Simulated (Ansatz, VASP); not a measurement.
# Ti: VASP beside Ansatz

File INCAR:

```
ALGO = Fast
EDIFF = 1E-7
ENCUT = 520
GGA = PS
ISIF = 2
ISMEAR = 0
LASPH = True
LCHARG = False
LREAL = False
LWAVE = False
NBANDS = 19
NELM = 60
PREC = Accurate
SIGMA = 0.15
```

Contents of KPOINTS:

```
k-points
0
Gamma
  18 18 10
```

File POSCAR:

```
Ti
1.0
    3.0384977962      0.0000000000      0.0000000000
   -1.5192488981      2.6314162809      0.0000000000
    0.0000000000      0.0000000000      4.8265800000
Ti
2
Direct
    0.3333333333      0.6666666667      0.2500000000
    0.6666666667      0.3333333333      0.7500000000
```

Input for Ansatz:

```yaml
crystal:
  lattice:
    - [3.0384977962, 0.0, 0.0]
    - [-1.5192488981, 2.6314162809, 0.0]
    - [0.0, 0.0, 4.82658]
  atoms:
    - { symbol: Ti, position: [0.3333333333, 0.6666666667, 0.25] }
    - { symbol: Ti, position: [0.6666666667, 0.3333333333, 0.75] }
basis:
  ecutwfc: 420
kpoints:
  mp_grid: { grid: [18, 18, 10] }
hamiltonian:
  xc: pbesol
scf:
  occupations: { method: gaussian, width: 0.15 }
output:
  forces: true
  stress: true
  eigenvalues: true
  write_density: true
  write_potential: true
  elf: true
  volumetric_format: npy
```

Change from the starting cell: strain +0.030 along x and y, +0.030 along z, atoms carried along.

Alike in both runs: task single point; functional PBEsol; k mesh 18 × 18 × 10; occupations gaussian, width 0.15 eV; no spin polarisation.

```csv
,VASP,Ansatz
version,VASP 6.6.1,Ansatz 0.2.0
potentials or method,"VASP PAW PBE potentials, release 64 (Ti_sv), cutoff 520 eV","scalar-relativistic, plane waves, PAW"
valence electrons in the cell,24,24
```

```csv
,VASP,Ansatz,Ansatz less VASP
gap on the k mesh at the Fermi level (eV),none,none,-
pressure (GPa),-13.3,-13.2,+0.10
"traceless stress, the component that is largest in VASP (GPa)",-0.41,-0.41,-0.004
```

VASP's potentials were made for PBE, not for PBEsol. A gap of «none» marks a metal or a gap that the smearing closes.
